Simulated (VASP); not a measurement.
ScAl7N8: single point with PBE

Crystal: ScAl7N8.

```xyz
32
Lattice="6.3390 0.0000 0.0000 -3.1695 5.4897 0.0000 0.0000 0.0000 10.0999" Properties=species:S:1:pos:R:3 pbc="T T T"
Al    1.6144    0.8978    2.5341
Al    1.6144    0.8978    7.5841
Al   -1.5788    4.5782   -0.0045
Al    0.0000    3.6941    2.5341
Al   -1.5788    4.5782    5.0454
Al    0.0000    3.6941    7.5841
Al    3.1695    1.8230   -0.0045
Al    4.7245    0.8978    2.5341
Al    3.1695    1.8230    5.0454
Al    4.7245    0.8978    7.5841
Al    1.5788    4.5782   -0.0045
Al    3.1695    3.6598    2.5164
Al    1.5788    4.5782    5.0454
Al    3.1695    3.6598    7.5663
Sc    0.0000    1.8299   -0.0338
Sc    0.0000    1.8299    5.0161
N     0.0000    1.8299    2.0937
N     1.6854    0.8569    4.4255
N     0.0000    1.8299    7.1437
N     1.6854    0.8569    9.4754
N    -1.5911    4.5711    1.9143
N     0.0000    3.7760    4.4255
N    -1.5911    4.5711    6.9642
N     0.0000    3.7760    9.4754
N     3.1695    1.8372    1.9143
N     4.6536    0.8569    4.4255
N     3.1695    1.8372    6.9642
N     4.6536    0.8569    9.4754
N     1.5911    4.5711    1.9143
N     3.1695    3.6598    4.4480
N     1.5911    4.5711    6.9642
N     3.1695    3.6598    9.4979
```

```json
{
  "Program": "VASP 6.6.1",
  "Task": "single point",
  "Functional": "PBE",
  "Potentials or basis": "VASP PAW PBE potentials, release 64 (Al, Sc_sv, N)",
  "Cutoff": "520 eV",
  "k mesh": "4 × 4 × 3",
  "Occupations": "gaussian, width 0.01 eV",
  "Spin": "no spin polarisation"
}
```

- Pressure: 1.8 GPa
- Largest force: 0.069 eV/Å
- Band gap on the k mesh: 3.99 eV

Forces in eV/Å, atoms in the order of the input:
```
Al   0.002 -0.001  0.000
Al   0.002 -0.001  0.000
Al  -0.001 -0.001  0.000
Al   0.000  0.003  0.000
Al  -0.001 -0.001  0.000
Al   0.000  0.003  0.000
Al   0.000  0.001  0.000
Al  -0.002 -0.001  0.000
Al   0.000  0.001  0.000
Al  -0.002 -0.001  0.000
Al   0.001 -0.001  0.000
Al   0.000  0.000  0.000
Al   0.001 -0.001  0.000
Al   0.000  0.000  0.000
Sc   0.000  0.000  0.013
Sc   0.000  0.000  0.013
N    0.000  0.000  0.047
N    0.057 -0.033 -0.020
N    0.000  0.000  0.047
N    0.057 -0.033 -0.020
N    0.000  0.000 -0.001
N    0.000  0.066 -0.020
N    0.000  0.000 -0.001
N    0.000  0.066 -0.020
N    0.000  0.000 -0.001
N   -0.057 -0.033 -0.020
N    0.000  0.000 -0.001
N   -0.057 -0.033 -0.020
N    0.000  0.000 -0.001
N    0.000  0.000  0.003
N    0.000  0.000 -0.001
N    0.000  0.000  0.003
```

Stress tensor (GPa, compression positive):
```
2.23 0.00 0.00
0.00 2.23 0.00
0.00 0.00 1.03
```

Levels at points of the mesh, in eV from the valence-band top:
| k point | band 68 | band 69 | band 70 | band 71 | band 72 | band 73 | band 74 | band 75 | band 76 | band 77 |
| --- | --- | --- | --- | --- | --- | --- | --- | --- | --- | --- |
| (0.00, 0.00, 0.00) | -0.26 | -0.26 | -0.24 | -0.24 | 0.00 | 3.99 | 4.62 | 4.62 | 4.65 | 4.65 |
| (0.50, 0.00, 0.00) | -0.27 | -0.15 | -0.12 | -0.10 | -0.04 | 4.58 | 4.85 | 4.89 | 5.10 | 5.21 |

Run time: 15 min on 1 thread of Oxide Virtual Turin-like Processor (shared host), peak memory 0.5 GiB.

A k mesh can miss the band edges.
